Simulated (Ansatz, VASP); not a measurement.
## NiO: VASP beside Ansatz

The input INCAR:

```
SYSTEM = NiO
PREC     = Accurate       ! precision mode
ENCUT    = 600            ! plane-wave cutoff, eV
EDIFF    = 1E-7           ! SCF threshold, eV
ISMEAR   = 0              ! smearing method
SIGMA    = 0.1            ! smearing width, eV
LREAL    = .False.        ! projectors in reciprocal space
LASPH    = .True.         ! aspherical terms in the spheres
NELM     = 150            ! most SCF steps
ALGO     = Normal         ! electronic algorithm
ISIF     = 3              ! what is computed and relaxed
LWAVE    = .False.        ! write WAVECAR
LCHARG   = .False.        ! write CHGCAR
ISPIN    = 2              ! spin polarisation
MAGMOM   = 1.61 0.33      ! initial moments
LORBIT   = 11             ! projections on sites
LMAXMIX  = 4              ! l up to which the mixer works
GGA      = PE             ! functional
IBRION   = 2              ! ionic algorithm
NSW      = 100            ! ionic steps
EDIFFG   = -0.005         ! ionic threshold
```

Contents of KPOINTS:

```
regular mesh
0
Gamma
  18 18 18
  0 0 0
```

File POSCAR:

```
NiO
1.0
    0.0000000000      2.0859016414      2.0859016414
    2.0859016414      0.0000000000      2.0859016414
    2.0859016414      2.0859016414      0.0000000000
Ni O
1 1
Direct
    0.0000000000      0.0000000000      0.0000000000
    0.5000000000      0.5000000000      0.5000000000
```

Input for Ansatz:

```yaml
crystal:
  lattice:
    - [0.0, 2.0859016414, 2.0859016414]
    - [2.0859016414, 0.0, 2.0859016414]
    - [2.0859016414, 2.0859016414, 0.0]
  atoms:
    - { symbol: Ni, position: [0.0, 0.0, 0.0], spin: 1.61 }
    - { symbol: O, position: [0.5, 0.5, 0.5], spin: 0.33 }
basis:
  ecutwfc: 420
kpoints:
  mp_grid: { grid: [18, 18, 18] }
hamiltonian:
  xc: pbe
scf:
  occupations: { method: gaussian, width: 0.1 }
output:
  forces: true
  stress: true
  eigenvalues: true
  populations: true
  write_density: true
  write_potential: true
  elf: true
  volumetric_format: npy
magnetization:
  spin_polarized: true
relax:
  adjacent_minimum: "off"
  f_tol: 0.005
  max_steps: 80
  cell: { stress_tol: 0.05 }
```

Alike in both runs: task relaxation of cell and atoms; functional PBE; k mesh 18 × 18 × 18; occupations gaussian, width 0.1 eV; collinear spin.

|  | VASP | Ansatz |
| --- | --- | --- |
| version | VASP 6.6.1 | Ansatz 0.2.0 |
| potentials or method | VASP PAW PBE potentials, release 64 (Ni, O), cutoff 600 eV | scalar-relativistic, plane waves, PAW |
| valence electrons in the cell | 16 | 24 |

```csv
,VASP,Ansatz,Ansatz less VASP
"gap on the k mesh at the Fermi level, each at its own relaxed structure (eV)",none,none,-
net moment per atom (μB),0.88,0.90,+0.023
size of the moment on the site where the two differ most (μB),0.27,0.29,+0.026
relaxed volume (Å³/atom),9.34,9.37,+0.034
relaxed cell length with the largest relative difference (Å),2.978,2.981,+0.0037
```

Site moments also hang on the region over which each program counts them. A gap of «none» marks a metal or a gap that the smearing closes. VASP's potentials hold 16 valence electrons a cell and Ansatz's 24, so a difference there can come from the potentials and not from the codes.
